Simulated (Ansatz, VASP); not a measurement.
# One calculation of CuI, two programs

The input INCAR:

```
SYSTEM = CuI
PREC = Accurate ; ENCUT = 520
EDIFF = 1E-8 ; ISMEAR = -1
SIGMA = 0.02 ; LREAL = .FALSE.
LASPH = .TRUE. ; NELM = 80
ALGO = Normal ; ISIF = 2
LWAVE = .FALSE. ; LCHARG = .FALSE.
GGA = PE ; LEFG = .TRUE.
NBANDS = 26
```

KPOINTS

```
regular mesh
0
G
  5 5 6
  0 0 0
```

Contents of POSCAR:

```
CuI
1.0
    3.7578912747     -3.7356638172      0.0000000000
    3.7578912747      3.7356638172      0.0000000000
    0.0000000000      0.0000000000      4.3355216646
Cu I
2 2
Direct
    0.4204388300      0.5795611700      0.7500000000
    0.5795611700      0.4204388300      0.2500000000
    0.7700426800      0.2299573200      0.7500000000
    0.2299573200      0.7700426800      0.2500000000
```

Input for Ansatz:

```yaml
crystal:
  lattice:
    - [3.7578912747, -3.7356638172, 0.0]
    - [3.7578912747, 3.7356638172, 0.0]
    - [0.0, 0.0, 4.3355216646]
  atoms:
    - { symbol: Cu, position: [0.42043883, 0.57956117, 0.75] }
    - { symbol: Cu, position: [0.57956117, 0.42043883, 0.25] }
    - { symbol: I, position: [0.77004268, 0.22995732, 0.75] }
    - { symbol: I, position: [0.22995732, 0.77004268, 0.25] }
kpoints:
  mp_grid: { grid: [5, 5, 6] }
scf:
  occupations: { method: fermi_dirac, width: 0.02 }
hamiltonian:
  xc: pbe
  pseudopotentials: { kind: paw }
output:
  forces: true
  stress: true
  eigenvalues: true
  efg: { contact_densities: true }
```

Change from the starting cell: volume scaled by 1.02, PAW files.

Alike in both runs: task electric field gradients; functional PBE; k mesh 5 × 5 × 6; occupations fermi-dirac, width 0.02 eV; no spin polarisation.

|  | VASP | Ansatz |
| --- | --- | --- |
| version | VASP 6.6.1 | Ansatz 0.2.0 |
| potentials or method | VASP PAW PBE potentials, release 64 (Cu, I) | PAW with Ansatz's default frozen-core files, scalar-relativistic |
| plane-wave cutoff (eV) | 520 | 420 |
| valence electrons in the cell | 36 | 72 |

```csv
,VASP,Ansatz,Ansatz less VASP
gap on the k mesh at the Fermi level (eV),1.02,1.00,-0.013
pressure (GPa),0.6,0.6,-0.05
"traceless stress, the component that is largest in VASP (GPa)",0.14,0.20,+0.060
rms of the force components (eV/Å),0.033,0.030,-0.0033
size of Vzz on the site where it differs most (V/Å²),410.5,424.5,+13.97
```

Atom by atom the forces differ by 0.005 eV/Å (rms over components). The functional is the same, so the differences come from potentials, cutoffs and numerics. VASP's potentials hold 36 valence electrons a cell and Ansatz's 72, so a difference there can come from the potentials and not from the codes.

Neither program's run includes spin-orbit coupling.
